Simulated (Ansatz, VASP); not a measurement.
TaSi2 in VASP and in Ansatz

Contents of INCAR:

```
  PREC = Accurate
  ENCUT = 520
  EDIFF = 1E-6
  ISMEAR = 0
  SIGMA = 0.15
  LREAL = F
  LASPH = T
  NELM = 100
  ALGO = Fast
  ISIF = 2
  LWAVE = F
  LCHARG = F
  GGA = PS
  NBANDS = 38
```

Contents of KPOINTS:

```
Automatic mesh
0
Gamma
  12 12 6
```

POSCAR

```
TaSi2
1.0
    4.7608595394      0.0000000000      0.0000000000
   -2.3804297697      4.1230253050      0.0000000000
    0.0000000000      0.0000000000      6.5557841079
Ta Si
3 6
Direct
    0.4878729825     -0.0242540350      0.5000000000
    0.4878729825      0.4757459650      0.8333333333
   -0.0121270175      0.4757459650      0.1666666667
    0.1592675424      0.3185350849      0.5000000000
    0.8407324576      0.1592675424      0.8333333333
    0.6814649151      0.8407324576      0.1666666667
    0.8407324576      0.6814649151      0.5000000000
    0.1592675424      0.8407324576      0.8333333333
    0.3185350849      0.1592675424      0.1666666667
```

Input for Ansatz:

```yaml
crystal:
  lattice:
    - [4.7608595394, 0.0, 0.0]
    - [-2.3804297697, 4.123025305, 0.0]
    - [0.0, 0.0, 6.5557841079]
  atoms:
    - { symbol: Ta, position: [0.4878729825, -0.024254035, 0.5] }
    - { symbol: Ta, position: [0.4878729825, 0.475745965, 0.8333333333] }
    - { symbol: Ta, position: [-0.0121270175, 0.475745965, 0.1666666667] }
    - { symbol: Si, position: [0.1592675424, 0.3185350849, 0.5] }
    - { symbol: Si, position: [0.8407324576, 0.1592675424, 0.8333333333] }
    - { symbol: Si, position: [0.6814649151, 0.8407324576, 0.1666666667] }
    - { symbol: Si, position: [0.8407324576, 0.6814649151, 0.5] }
    - { symbol: Si, position: [0.1592675424, 0.8407324576, 0.8333333333] }
    - { symbol: Si, position: [0.3185350849, 0.1592675424, 0.1666666667] }
basis:
  ecutwfc: 420
kpoints:
  mp_grid: { grid: [12, 12, 6] }
hamiltonian:
  xc: pbesol
scf:
  occupations: { method: gaussian, width: 0.15 }
output:
  forces: true
  stress: true
  eigenvalues: true
```

Change from the starting cell: all Ta atoms moved -0.100 Å, as atom 1 along Cartesian [0 1 0].

Alike in both runs: task single point; functional PBEsol; k mesh 12 × 12 × 6; occupations gaussian, width 0.15 eV; no spin polarisation.

|  | VASP | Ansatz |
| --- | --- | --- |
| version | VASP 6.6.1 | Ansatz 0.2.0 |
| potentials or method | VASP PAW PBE potentials, release 64 (Ta_pv, Si), cutoff 520 eV | scalar-relativistic, plane waves, PAW |
| valence electrons in the cell | 57 | 63 |

```csv
,VASP,Ansatz,Ansatz less VASP
gap on the k mesh at the Fermi level (eV),none,none,-
pressure (GPa),1.0,0.7,-0.32
"traceless stress, the component that is largest in VASP (GPa)",0.42,0.45,+0.029
rms of the force components (eV/Å),0.523,0.520,-0.0032
```

VASP's potentials were made for PBE, not for PBEsol. Atom by atom the forces differ by 0.003 eV/Å (rms over components). A gap of «none» marks a metal or a gap that the smearing closes. VASP's potentials hold 57 valence electrons a cell and Ansatz's 63, so a difference there can come from the potentials and not from the codes.

Spin-orbit coupling is off throughout.
